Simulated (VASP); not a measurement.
# Al3Ni3F in VASP: relaxation of the atoms with PBEsol

Aim: the relaxation of the atoms of Al3Ni3F with PBEsol.

All numbers are computed with VASP 6.6.1; they aren't measurements. Logs are shortened: lines on timing, memory, paths and dates and some standing lists are left out, and cuts for length are marked.

### Step 1. The cell of the first run

The cell holds a slab with vacuum, 7 atoms: a = 2.862 Å, b = 2.862 Å, c = 26.155 Å, α = 90.00°, β = 90.00°, γ = 90.00°.

### Step 2. Relaxation of the atoms, PBEsol

Input file INCAR:

```
PREC = Accurate
ENCUT = 520
EDIFF = 1E-7
ISMEAR = 0
SIGMA = 0.1
LREAL = False
LASPH = True
NELM = 120
ALGO = Normal
ISIF = 2
LWAVE = False
LCHARG = False
LDIPOL = True
IDIPOL = 3
DIPOL = 0.5 0.5 0.484
GGA = PS
IBRION = 2
NSW = 90
EDIFFG = -0.03
GGA_COMPAT = False
NELMIN = 4
NELMDL = -8
```

Input file KPOINTS:

```
Automatic mesh
0
Gamma
  10 10 1
```

Input file POSCAR:

```
Al3Ni3F
1.0
    2.8621655562      0.0000000000      0.0000000000
    0.0000000000      2.8621655562      0.0000000000
    0.0000000000      0.0000000000     26.1554138905
Ni Al F
3 3 1
Selective dynamics
Direct
    0.5000000000      0.5000000000      0.3249805198  F F F
    0.5000000000      0.5000000000      0.4344097021  F F F
    0.5000000000      0.5000000000      0.5461081300  T T T
    0.0000000000      0.0000000000      0.3796951109  F F F
    0.0000000000      0.0000000000      0.4892465214  T T T
    0.0000000000      0.0000000000      0.5974672255  T T T
    0.5000000000      0.5000000000      0.6158190666  T T T
```

Potentials or basis: VASP PAW PBE potentials, release 64 (Ni, Al, F).

Launch:

```console
$ cat potpaw_PBE.64/Ni/POTCAR potpaw_PBE.64/Al/POTCAR potpaw_PBE.64/F/POTCAR > POTCAR
$ mpirun -np 1 vasp_std > vasp.out
```

OUTCAR:

```text
PREC = Accurate
   ENCUT = 520
   EDIFF = 1E-7
   ISMEAR = 0
   LREAL = False
   LASPH = True
   NELM = 120
   ISIF = 2
   GGA = PS
   IBRION = 2
   NSW = 90
   EDIFFG = -0.03
   NELMIN = 4
   NELMDL = -8

 ion  position               nearest neighbor table
   1  0.500  0.500  0.325-   4 2.48   4 2.48   4 2.48   4 2.48   2 2.86
   2  0.500  0.500  0.434-   4 2.48   4 2.48   4 2.48   4 2.48   5 2.48   5 2.48   5 2.48   5 2.48
                             1 2.86   3 2.92
   3  0.500  0.500  0.546-   7 1.82   6 2.43   6 2.43   6 2.43   6 2.43   5 2.51   5 2.51   5 2.51
                             5 2.51   2 2.92
   4  0.000  0.000  0.380-   1 2.48   1 2.48   1 2.48   1 2.48   2 2.48   2 2.48   2 2.48   2 2.48
                             5 2.87
   5  0.000  0.000  0.489-   2 2.48   2 2.48   2 2.48   2 2.48   3 2.51   3 2.51   3 2.51   3 2.51
                             6 2.83   4 2.87
   6  0.000  0.000  0.597-   7 2.08   7 2.08   7 2.08   7 2.08   3 2.43   3 2.43   3 2.43   3 2.43
                             5 2.83
   7  0.500  0.500  0.616-   3 1.82   6 2.08   6 2.08   6 2.08   6 2.08

  LATTYP: Found a simple tetragonal cell.
 ALAT       =     2.8621655562
 C/A-ratio  =     9.1383301828

  Lattice vectors:

 A1 = (   2.8621655562,   0.0000000000,   0.0000000000)
 A2 = (   0.0000000000,   2.8621655562,   0.0000000000)
 A3 = (   0.0000000000,   0.0000000000,  26.1554138905)

Analysis of symmetry for initial positions (statically):
=====================================================================
 Subroutine PRICEL returns:
 Original cell was already a primitive cell.

 Routine SETGRP: Setting up the symmetry group for a
 simple tetragonal supercell.

 Subroutine GETGRP returns: Found  8 space group operations
 (whereof  8 operations were pure point group operations)
 out of a pool of 16 trial point group operations.

The static configuration has the point symmetry C_4v.

Analysis of symmetry for dynamics (positions and initial velocities):
=====================================================================
 Subroutine PRICEL returns:
 Original cell was already a primitive cell.

 Routine SETGRP: Setting up the symmetry group for a
 simple tetragonal supercell.

 Subroutine GETGRP returns: Found  8 space group operations
 (whereof  8 operations were pure point group operations)
 out of a pool of 16 trial point group operations.

The dynamic configuration has the point symmetry C_4v.

Analysis of constrained symmetry for selective dynamics:
=====================================================================
 Subroutine PRICEL returns:
 Original cell was already a primitive cell.

 Routine SETGRP: Setting up the symmetry group for a
 simple tetragonal supercell.

 Subroutine GETGRP returns: Found  8 space group operations
 (whereof  8 operations were pure point group operations)
 out of a pool of 16 trial point group operations.

The constrained configuration has the point symmetry C_4v.

 Subroutine INISYM returns: Found  8 space group operations
 (whereof  8 operations are pure point group operations),
 and found     1 'primitive' translations

----------------------------------------------------------------------------------------

                                     Primitive cell

  volume of cell :     214.2649

  direct lattice vectors                    reciprocal lattice vectors
     2.862165556  0.000000000  0.000000000     0.349385799  0.000000000  0.000000000
     0.000000000  2.862165556  0.000000000     0.000000000  0.349385799  0.000000000
     0.000000000  0.000000000 26.155413891     0.000000000  0.000000000  0.038233002

  length of vectors
     2.862165556  2.862165556 26.155413891     0.349385799  0.349385799  0.038233002

  position of ions in fractional coordinates (direct lattice)
     0.500000000  0.500000000  0.324980520
     0.500000000  0.500000000  0.434409702
     0.500000000  0.500000000  0.546108130
     0.000000000  0.000000000  0.379695111
     0.000000000  0.000000000  0.489246521
     0.000000000  0.000000000  0.597467225
     0.500000000  0.500000000  0.615819067

[... 37 lines left out ...]
            Coordinates               Weight
  0.000000  0.000000  0.000000      1.000000
  0.100000  0.000000  0.000000      4.000000
  0.200000  0.000000  0.000000      4.000000
  0.300000  0.000000  0.000000      4.000000
  0.400000  0.000000  0.000000      4.000000
  0.500000  0.000000  0.000000      2.000000
[... 13 lines left out ...]
  0.500000  0.400000  0.000000      4.000000
  0.500000  0.500000  0.000000      1.000000
   k-points           NKPTS =     21   k-points in BZ     NKDIM =     21   number of bands    NBANDS=     27
   number of dos      NEDOS =    301   number of ions     NIONS =      7
   total plane-waves  NPLWV = 112896
   dimension x,y,z NGX =    24 NGY =   24 NGZ =  196
   dimension x,y,z NGXF=    48 NGYF=   48 NGZF=  392
   ions per type =               3   3   1
   NGX,Y,Z   is equivalent  to a cutoff of  13.94, 13.94, 12.46 a.u.
   NGXF,Y,Z  is equivalent  to a cutoff of  27.88, 27.88, 24.92 a.u.
 SYSTEM =  unknown system
   PREC   = accura    normal or accurate (medium, high low for compatibility)
   ISTART =      0    job   : 0-new  1-cont  2-samecut
   ICHARG =      2    charge: 1-file 2-atom 10-const
   ISPIN  =      1    spin polarized calculation?
   LNONCOLLINEAR =      F non collinear calculations
   LSORBIT =      F    spin-orbit coupling
   LASPH  =      T    aspherical Exc in radial PAW
   ENCUT  =  520.0 eV  38.22 Ry    6.18 a.u.   5.32  5.32 48.63*2*pi/ulx,y,z
   NELM   =    120;   NELMIN=  4; NELMDL= -8     # of ELM steps
   EDIFF  = 0.1E-06   stopping-criterion for ELM
   LREAL  =      F    real-space projection
   EDIFFG = -.3E-01   stopping-criterion for IOM
   NSW    =     90    number of steps for IOM
   IBRION =      2    ionic relax: 0-MD 1-quasi-New 2-CG
   NFREE  =      1    steps in history (QN), initial steepest desc. (CG)
   ISIF   =      2    stress and relaxation
   ISYM   =      2    0-nonsym 1-usesym 2-fastsym
   POTIM  = 0.5000    time-step for ionic-motion
   TEBEG  =    0.0;   TEEND  =   0.0 temperature during run
   PSTRESS=    0.0 pullay stress
   NELECT =      46.0000    total number of electrons
   NUPDOWN=      -1.0000    fix difference up-down
   EMIN   =  10.00;   EMAX   =-10.00  energy-range for DOS
   EFERMI =   0.00;   METHOD = LEGACY
   ISMEAR =     0;   SIGMA  =   0.10  broadening in eV -4-tet -1-fermi 0-gaus
   EFERMI_NEDOS =   21; number of points for ismear=-14 and -15
   IALGO  =     38    algorithm
   IMIX   =      4    mixing-type and parameters
     AMIX     =   0.40;   BMIX     =  1.00
     AMIX_MAG =   1.60;   BMIX_MAG =  1.00
  volume/ion in A,a.u.               =      30.61       206.56
  Fermi-wavevector in a.u.,A,eV,Ry     =   0.980266  1.852433 13.074118  0.960921
  Thomas-Fermi vector in A             =   2.111182
   LORBIT       =      0    0 simple, 1 ext, 2 COOP (PROOUT), +10 PAW based schemes
   GGA     = PS    functional components
   LHFCALC =     F    Hartree Fock is set to
   AEXX    =    0.0000 exact exchange contribution
   IVDW    =     0    specifies the selected vdW correction
   LEPSILON=     F    determine dielectric tensor
   LRPA    =     F    only Hartree local field effects (RPA)
 conjugate gradient relaxation of ions
 non-spin polarized calculation
 Gauss-broadening in eV      SIGMA  =   0.10
  energy-cutoff  :      520.00
  volume of cell :      214.26
 maximum number of plane-waves:      5817
 NGX is ok and might be reduce to    24
   NGX = 11   NGY = 11   NGZ = 97

--------------------------------------- Ionic step        1  -------------------------------------------

 number of electron      46.0000020 magnetization

 Free energy of the ion-electron system (eV)
  ---------------------------------------------------
  ext. energy  EPLUGINS =         0.00000000
  ---------------------------------------------------
  free energy    TOTEN  =       -34.90034057 eV

  energy without entropy =      -34.88101493  energy(sigma->0) =      -34.89067775

------------------------ aborting loop because EDIFF is reached ----------------------------------------

  FORCE on cell =-STRESS in cart. coord.  units (eV):
  Direction    XX          YY          ZZ          XY          YZ          ZX
  --------------------------------------------------------------------------------------
  -------------------------------------------------------------------------------------
  Total        3.7586213      3.7586213      8.6301230      0.0000000     -0.0000000     -0.0000000
  in kB       28.1052887     28.1052887     64.5321998      0.0000000     -0.0000000     -0.0000000
  external PRESSURE =      40.2475924 kB  Pullay stress =       0.0000000 kB
[... 104 lines left out ...]
  FREE ENERGIE OF THE ION-ELECTRON SYSTEM (eV)
  ---------------------------------------------------
  free  energy   TOTEN  =       -37.0630878300 eV

  energy  without entropy=      -37.0490622415  energy(sigma->0) =      -37.05607504

 dipolmoment           0.000000      0.000000     -0.007401 electrons x Angstroem

[... ionic steps 4 to 14 ...]

--------------------------------------- Ionic step       15  -------------------------------------------

 number of electron      46.0000031 magnetization

------------------------ aborting loop because EDIFF is reached ----------------------------------------
[... 77 lines left out ...]
--------------------------------------- Ionic step       17  -------------------------------------------

 number of electron      46.0000030 magnetization

 dipolmoment           0.000000      0.000000      0.034577 electrons x Angstroem

 Free energy of the ion-electron system (eV)
  ---------------------------------------------------
  ext. energy  EPLUGINS =         0.00000000
  ---------------------------------------------------
  free energy    TOTEN  =       -37.43800905 eV

  energy without entropy =      -37.42373394  energy(sigma->0) =      -37.43087150

 E-fermi :   0.3191     XC(G=0):  -5.1439

 val. band max:        0.2792239059   @ k =   0.4000   0.1000   0.0000
 cond. band min:       0.3710913463   @ k =   0.4000   0.0000   0.0000
 fundamental gap:      0.0918674404
 Fermi energy:         0.3190538718

 k-point     1 :       0.0000    0.0000    0.0000
  band No.  band energies     occupation
      1     -23.9671      2.00000
      2     -10.5279      2.00000
      3      -9.2282      2.00000
      4      -7.5327      2.00000
      5      -5.6472      2.00000
      6      -4.8821      2.00000
[... 619 lines left out ...]
     26       2.4307      0.00000
     27       2.7978      0.00000

------------------------ aborting loop because EDIFF is reached ----------------------------------------

 vacuum level on the upper side and lower side of the slab       (xc-potential included)         0.362        -0.388

  FORCE on cell =-STRESS in cart. coord.  units (eV):
  Direction    XX          YY          ZZ          XY          YZ          ZX
  --------------------------------------------------------------------------------------
  -------------------------------------------------------------------------------------
  Total       -4.7839517     -4.7839517     -0.6584028      0.0000000     -0.0000000      0.0000000
  in kB      -35.7722513    -35.7722513     -4.9232415      0.0000000     -0.0000000      0.0000000
  external PRESSURE =     -25.4892480 kB  Pullay stress =       0.0000000 kB
[... 22 lines left out ...]
  FREE ENERGIE OF THE ION-ELECTRON SYSTEM (eV)
  ---------------------------------------------------
  free  energy   TOTEN  =       -37.4380090466 eV

  energy  without entropy=      -37.4237339442  energy(sigma->0) =      -37.43087150

 reached required accuracy - stopping structural energy minimisation

 vacuum level on the upper side and lower side of the slab         5.767         5.002
```

It took 30 min on 1 thread of AMD EPYC 9R45 (Zen 5), shared host; peak memory 0.38 GiB.

Results:

* Free energy: -37.4380 eV
* Energy gained by relaxing: 362.5 meV/atom
* Ionic steps: 17
* Band gap on the k mesh: zero (bands 23 and 24 overlap by 1.17 eV)

Step by step:
```tsv
step	energy change (eV)	largest force on free atoms (eV/Å)	pressure (GPa)
1	0.0000	6.3078	4.02
2	-1.8817	2.8537	0.82
3	-2.1627	1.5378	0.13
4	-2.1743	1.9170	0.02
5	-2.4373	0.6395	-0.85
6	-2.4390	0.6902	-0.90
7	-2.4693	0.2633	-0.99
8	-2.4721	0.3365	-1.01
9	-2.4849	0.3083	-1.16
10	-2.5118	0.2252	-1.58
11	-2.5198	0.4502	-2.31
12	-2.5233	0.3587	-2.08
13	-2.5337	0.1405	-2.31
14	-2.5353	0.1568	-2.43
15	-2.5374	0.0610	-2.51
16	-2.5376	0.0306	-2.55
17	-2.5377	0.0038	-2.55
```

Final structure:
```xyz
7
Lattice="2.8622 0.0000 0.0000 0.0000 2.8622 0.0000 0.0000 0.0000 26.1554" Properties=species:S:1:pos:R:3 pbc="T T T"
Ni    1.4311    1.4311    8.5000
Ni    1.4311    1.4311   11.3622
Ni    1.4311    1.4311   14.1877
Al    0.0000    0.0000    9.9311
Al    0.0000    0.0000   12.7690
Al    0.0000    0.0000   15.6787
F     1.4311    1.4311   16.9194
```

Levels at points of the mesh, in eV from the Fermi level:
| k point | band 20 | band 21 | band 22 | band 23 | band 24 | band 25 | band 26 | band 27 |
| --- | --- | --- | --- | --- | --- | --- | --- | --- |
| (0.00, 0.00, 0.00) | -0.86 | -0.86 | -0.67 | -0.53 | 0.08 | 1.73 | 3.63 | 4.84 |
| (0.50, 0.00, 0.00) | -1.07 | -0.76 | -0.74 | -0.73 | -0.51 | -0.18 | 2.03 | 2.21 |
| (0.50, 0.50, 0.00) | -0.82 | -0.15 | 0.18 | 0.18 | 1.49 | 1.57 | 2.11 | 2.48 |

Caveat: the PAW data sets were made with another functional, which shifts forces and pressure a little; the run has no spin polarisation, though such a crystal can be magnetic. Spin polarisation is off, so any magnetic state and its effect on volume and gap are missing.

The gap in the log of VASP goes by the Fermi energy; the results here count the filled bands.